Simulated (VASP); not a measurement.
# Ni (P6_3/mmc) in VASP: notebook

Ni is run at these levels: r2SCAN; tasks: single point.

All numbers are computed with VASP 6.6.1; they aren't measurements. Logs are shortened: lines on timing, memory, paths and dates and some standing lists are left out, and cuts for length are marked.

## (1) The cell of the first run

It takes space group P6_3/mmc (No. 194, hexagonal). The conventional cell has a = 3.113 Å, b = 3.113 Å, c = 5.137 Å, α = 90.00°, β = 90.00°, γ = 120.00°. Ni (site symmetry 3m) has 4 Ni at 1.91 to 1.93 Å within 2.5 Å.

This isn't the form of Ni at room conditions, which is fcc.

## (2) Single point, r2SCAN, collinear spin, ferromagnetic start

POSCAR reads:

```
Ni
1.0
    3.1134122001      0.0000000000      0.0000000000
   -1.5567061001      2.6962940578      0.0000000000
    0.0000000000      0.0000000000      5.1371301302
Ni
4
Direct
    0.3333333333      0.6666666667      0.4375000000
    0.6666666667      0.3333333333      0.9375000000
    0.6666666667      0.3333333333      0.5625000000
    0.3333333333      0.6666666667      0.0625000000
```

INCAR.step1 reads:

```
ALGO = Normal
EDIFF = 1E-4
ENCUT = 520
GGA = PE
ISMEAR = 0
ISPIN = 2
LASPH = T
LCHARG = F
LMAXMIX = 4
LREAL = F
LWAVE = T
MAGMOM = 2 2 2 2
NBANDS = 32
NELM = 150
PREC = Accurate
SIGMA = 0.1
```

INCAR.step2 reads:

```
ALGO = Normal
EDIFF = 1E-6
ENCUT = 520
ISIF = 2
ISMEAR = 0
ISPIN = 2
ISTART = 1
LASPH = T
LCHARG = F
LMAXMIX = 4
LMIXTAU = T
LORBIT = 11
LREAL = F
LWAVE = F
MAGMOM = 2 2 2 2
METAGGA = R2SCAN
NBANDS = 32
NELM = 150
PREC = Accurate
SIGMA = 0.1
```

KPOINTS reads:

```
k-points
0
Gamma
  6 6 4
```

Potentials or basis: VASP PAW PBE potentials, release 64 (Ni).

Started as:

```sh
> cat potpaw_PBE.64/Ni/POTCAR > POTCAR
> cp INCAR.step1 INCAR
> mpirun -np 1 vasp_std > vasp.out
> cp INCAR.step2 INCAR
> mpirun -np 1 vasp_std > vasp.out
```

OUTCAR:

```text
EDIFF = 1E-6
   ENCUT = 520
   ISIF = 2
   ISMEAR = 0
   ISPIN = 2
   ISTART = 1
   LASPH = T
   LORBIT = 11
   LREAL = F
   METAGGA = R2SCAN
   NELM = 150
   PREC = Accurate

 ion  position               nearest neighbor table
   1  0.333  0.667  0.438-   3 1.91   3 1.91   3 1.91   4 1.93
   2  0.667  0.333  0.938-   4 1.91   4 1.91   4 1.91   3 1.93
   3  0.667  0.333  0.562-   1 1.91   1 1.91   1 1.91   2 1.93
   4  0.333  0.667  0.062-   2 1.91   2 1.91   2 1.91   1 1.93

  LATTYP: Found a hexagonal cell.
 ALAT       =     3.1134122001
 C/A-ratio  =     1.6500000000

  Lattice vectors:

 A1 = (   3.1134122001,   0.0000000000,   0.0000000000)
 A2 = (  -1.5567061001,   2.6962940578,   0.0000000000)
 A3 = (   0.0000000000,   0.0000000000,   5.1371301302)

Analysis of symmetry for initial positions (statically):
=====================================================================
 Subroutine PRICEL returns:
 Original cell was already a primitive cell.

 Routine SETGRP: Setting up the symmetry group for a
 hexagonal supercell.

 Subroutine GETGRP returns: Found 24 space group operations
 (whereof 12 operations were pure point group operations)
 out of a pool of 24 trial point group operations.

The static configuration has the point symmetry D_3d.
 The point group associated with its full space group is D_6h.

Analysis of symmetry for dynamics (positions and initial velocities):
=====================================================================
 Subroutine PRICEL returns:
 Original cell was already a primitive cell.

 Routine SETGRP: Setting up the symmetry group for a
 hexagonal supercell.

 Subroutine GETGRP returns: Found 24 space group operations
 (whereof 12 operations were pure point group operations)
 out of a pool of 24 trial point group operations.

The dynamic configuration has the point symmetry D_3d.
 The point group associated with its full space group is D_6h.

Analysis of structural, dynamic, and magnetic symmetry:
=====================================================================
 Subroutine PRICEL returns:
 Original cell was already a primitive cell.

 Routine SETGRP: Setting up the symmetry group for a
 hexagonal supercell.

 Subroutine GETGRP returns: Found 24 space group operations
 (whereof 12 operations were pure point group operations)
 out of a pool of 24 trial point group operations.
[... 126 lines left out ...]
   LORBIT       =     11    0 simple, 1 ext, 2 COOP (PROOUT), +10 PAW based schemes
   METAGGA = R2SCAN    functional components
   LHFCALC =     F    Hartree Fock is set to
   AEXX    =    0.0000 exact exchange contribution
   IVDW    =     0    specifies the selected vdW correction
   LEPSILON=     F    determine dielectric tensor
   LRPA    =     F    only Hartree local field effects (RPA)
 spin polarized calculation
 Gauss-broadening in eV      SIGMA  =   0.10
  energy-cutoff  :      520.00
  volume of cell :       43.12
 maximum number of plane-waves:      1184
 NGX is ok and might be reduce to    24
   NGX = 11   NGY = 11   NGZ = 19

 number of electron      40.0000057 magnetization       3.0966656

 Free energy of the ion-electron system (eV)
  ---------------------------------------------------
  ext. energy  EPLUGINS =         0.00000000
  ---------------------------------------------------
  free energy    TOTEN  =       -38.50011496 eV

  energy without entropy =      -38.48513822  energy(sigma->0) =      -38.49262659

 E-fermi :   9.9908     XC(G=0): -13.9894

 val. band max:        9.9344180978   @ k =   0.1667   0.0000   0.2500
 cond. band min:       9.9983020032   @ k =   0.1667   0.1667   0.2500
 fundamental gap:      0.0638839053
 Fermi energy:         9.9907762416

 spin component 1

 k-point     1 :       0.0000    0.0000    0.0000
  band No.  band energies     occupation
      1       0.4488      1.00000
      2       4.0064      1.00000
      3       4.0065      1.00000
      4       4.3769      1.00000
      5       4.3770      1.00000
      6       4.4097      1.00000
[... 724 lines left out ...]
     31      26.8329      0.00000
     32      26.8329      0.00000
 Fermi energy:         9.9907762416

 spin component 2

 k-point     1 :       0.0000    0.0000    0.0000
  band No.  band energies     occupation
      1       0.4016      1.00000
      2       4.7584      1.00000
      3       4.9095      1.00000
      4       4.9096      1.00000
      5       5.1710      1.00000
      6       5.3116      1.00000
[... 724 lines left out ...]
     31      27.2038      0.00000
     32      27.2038      0.00000

------------------------ aborting loop because EDIFF is reached ----------------------------------------

  FORCE on cell =-STRESS in cart. coord.  units (eV):
  Direction    XX          YY          ZZ          XY          YZ          ZX
  --------------------------------------------------------------------------------------
  -------------------------------------------------------------------------------------
  Total       26.3185656     26.3185656     24.6270237     -0.0000000      0.0000000     -0.0000000
  in kB      977.7962200    977.7962201    914.9514835     -0.0000000      0.0000000     -0.0000000
  external PRESSURE =     956.8479745 kB  Pullay stress =       0.0000000 kB

 VOLUME and BASIS-vectors are now :
 -----------------------------------------------------------------------------
  energy-cutoff  :      520.00
  volume of cell :       43.12
      direct lattice vectors                 reciprocal lattice vectors
     3.113412200  0.000000000  0.000000000     0.321191007  0.185439714  0.000000000
    -1.556706100  2.696294058  0.000000000     0.000000000  0.370879429  0.000000000
     0.000000000  0.000000000  5.137130130     0.000000000  0.000000000  0.194661216

 POSITION                                       TOTAL-FORCE (eV/Angst)
 -----------------------------------------------------------------------------------
     -0.00000      1.79753      2.24749         0.000000     -0.000000     -0.185869
      1.55671      0.89876      4.81606         0.000000      0.000000     -0.185869
      1.55671      0.89876      2.88964        -0.000000      0.000000      0.185869
     -0.00000      1.79753      0.32107        -0.000000     -0.000000      0.185869
 -----------------------------------------------------------------------------------
    total drift:                                0.000000      0.000000     -0.000000

  FREE ENERGIE OF THE ION-ELECTRON SYSTEM (eV)
  ---------------------------------------------------
  free  energy   TOTEN  =       -38.5001149580 eV

  energy  without entropy=      -38.4851382225  energy(sigma->0) =      -38.49262659

 total charge

# of ion       s       p       d       tot
------------------------------------------
    1        0.720   0.679   8.633  10.032
    2        0.720   0.679   8.633  10.032
    3        0.720   0.679   8.633  10.032
    4        0.720   0.679   8.633  10.032
--------------------------------------------------
tot          2.878   2.716  34.534  40.129

 magnetization (x)

# of ion       s       p       d       tot
------------------------------------------
    1       -0.018  -0.022   0.782   0.742
    2       -0.018  -0.022   0.782   0.742
    3       -0.018  -0.022   0.782   0.742
    4       -0.018  -0.022   0.782   0.742
--------------------------------------------------
tot         -0.072  -0.089   3.129   2.967
```

OUTCAR.step1:

```text
EDIFF = 1E-4
   ENCUT = 520
   GGA = PE
   ISMEAR = 0
[... 1717 lines left out ...]
     -0.00000      1.79753      2.24749         0.000000      0.000000     -0.209332
      1.55671      0.89876      4.81606        -0.000000      0.000000     -0.209332
      1.55671      0.89876      2.88964        -0.000000      0.000000      0.209332
     -0.00000      1.79753      0.32107         0.000000     -0.000000      0.209332
 -----------------------------------------------------------------------------------
    total drift:                                0.000000      0.000000     -0.000000

  FREE ENERGIE OF THE ION-ELECTRON SYSTEM (eV)
  ---------------------------------------------------
  free  energy   TOTEN  =       -12.0442943782 eV

  energy  without entropy=      -12.0275446584  energy(sigma->0) =      -12.03591952
```

OSZICAR.step1:

```text
N       E                     dE             d eps       ncg     rms          rms(c)
DAV:   1     0.280601583521E+03    0.28060E+03   -0.17738E+04  2704   0.186E+03
DAV:   2     0.700006401652E+01   -0.27360E+03   -0.25556E+03  2720   0.330E+02
DAV:   3    -0.129965905816E+02   -0.19997E+02   -0.19435E+02  2968   0.115E+02
DAV:   4    -0.133303289306E+02   -0.33374E+00   -0.33351E+00  3056   0.150E+01
DAV:   5    -0.133416105769E+02   -0.11282E-01   -0.11281E-01  3984   0.224E+00    0.270E+01
DAV:   6    -0.125658445884E+02    0.77577E+00   -0.10747E+01  3112   0.494E+01    0.133E+01
DAV:   7    -0.121349033321E+02    0.43094E+00   -0.30366E+00  3064   0.252E+01    0.736E+00
DAV:   8    -0.120373716920E+02    0.97532E-01   -0.15626E-01  3216   0.460E+00    0.237E+00
DAV:   9    -0.120421670430E+02   -0.47954E-02   -0.10894E-02  3088   0.781E-01    0.793E-01
DAV:  10    -0.120439599761E+02   -0.17929E-02   -0.17965E-03  3584   0.482E-01    0.129E-01
DAV:  11    -0.120442802760E+02   -0.32030E-03   -0.60231E-04  3160   0.256E-01    0.435E-02
DAV:  12    -0.120442943782E+02   -0.14102E-04   -0.54709E-05  1552   0.743E-02
   1 F= -.12044294E+02 E0= -.12035920E+02  d E =-.167497E-01  mag=     3.0239
```

It took 70 s on 1 thread of Intel Xeon 6975P-C (Granite Rapids), shared host; peak memory 0.2 GiB.

Results:

- Free energy: -38.5001 eV
- Pressure: 95.7 GPa
- Largest force: 0.186 eV/Å
- Net moment: 3.10 μB per cell
- Site moments: Ni +0.74 μB

Forces in eV/Å, atoms in the order of the input:
```
Ni   0.000  0.000 -0.186
Ni   0.000  0.000 -0.186
Ni   0.000  0.000  0.186
Ni   0.000  0.000  0.186
```

Stress tensor (GPa, compression positive):
```
97.78  0.00  0.00
 0.00 97.78  0.00
 0.00  0.00 91.50
```

Caveat: the k points lie up to 0.39 Å⁻¹ apart; the PAW data sets were made with another functional, which shifts forces and pressure a little.

[end of part 1 of 2]
